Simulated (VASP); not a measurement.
A run of VASP 6.6.1 is set up as follows.

File INCAR:

```
PREC = Accurate ; ENCUT = 600
EDIFF = 1E-7 ; ISMEAR = -1
SIGMA = 0.05 ; LREAL = False
LASPH = True ; NELM = 60
ALGO = Normal ; ISIF = 3
LWAVE = False ; LCHARG = False
GGA = PE ; IBRION = 2
NSW = 60 ; EDIFFG = -0.01
PSTRESS = 50.0
```

File KPOINTS:

```
Automatic mesh
0
Gamma
  8 8 6
```

Contents of POSCAR:

```
P
1.0
    1.6477431241     -5.4650377251      0.0000000000
    1.6477431241      5.4650377251      0.0000000000
    0.0000000000      0.0000000000      4.5436355900
P
4
Direct
    0.9041431300      0.0958568700      0.5888151700
    0.0958568700      0.9041431300      0.4111848300
    0.5958568700      0.4041431300      0.0888151700
    0.4041431300      0.5958568700      0.9111848300
```

Potentials or basis: VASP PAW PBE potentials, release 64 (P).

Run with:

```console
$ cat potpaw_PBE.64/P/POTCAR > POTCAR
$ mpirun -np 1 vasp_std > vasp.out
```

Problem. Predict the relaxed volume.

Solution. 17.04 Å³/atom.

Problem. Estimate the space group after relaxing (to 0.1 Å).

Solution. Cmce (No. 64).

Problem. What does it give for the band gap on the k mesh?

Solution. Zero (bands 10 and 11 overlap by 0.38 eV).

Problem. What does it give for the relaxed cell?

Solution. a = 5.291 Å, b = 5.291 Å, c = 4.090 Å, α = 90.00°, β = 90.00°, γ = 143.47°.

Forces in eV/Å, atoms in the order of the input:
```
P    0.000  0.003 -0.003
P    0.000 -0.003  0.003
P    0.000 -0.003 -0.003
P    0.000  0.003  0.003
```

Caveat: the cell is relaxed towards a set pressure, so the run minimises the enthalpy, not the energy; the volume moved by over 15 % at a fixed basis, so the end points are rough.
